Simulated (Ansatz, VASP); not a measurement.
One calculation of WS2, two programs

```
W S
1.0
     2.89606    0.00000    0.00000
    -1.44803    2.50806    0.00000
     0.00000    0.00000   24.47834
W S
2 4
Direct
  0.33333 0.66667 0.63457
  0.66667 0.33333 0.36543
  0.33333 0.66667 0.29897
  0.66667 0.33333 0.56805
  0.33333 0.66667 0.43195
  0.66667 0.33333 0.70103
```

Alike in both runs: task single point; functional PBEsol; k mesh 12 × 12 × 2; occupations gaussian, width 0.05 eV; no spin polarisation.

```csv
,VASP,Ansatz
version,VASP 6.6.1,Ansatz 0.2.0
potentials or method,"VASP PAW PBE potentials, release 64 (W_sv, S), cutoff 520 eV","scalar-relativistic, plane waves, PAW"
valence electrons in the cell,52,52
```

```csv
,VASP,Ansatz,Ansatz less VASP
gap on the k mesh at the Fermi level (eV),1.37,1.37,-0.002
least direct gap on the mesh (eV),2.15,2.14,-0.007
rms of the force components (eV/Å),0.433,0.423,-0.0099
```

VASP's potentials were made for PBE, not for PBEsol, and Ansatz warns of the same on its side. Atom by atom the forces differ by 0.010 eV/Å (rms over components).

Spin-orbit coupling is off throughout.
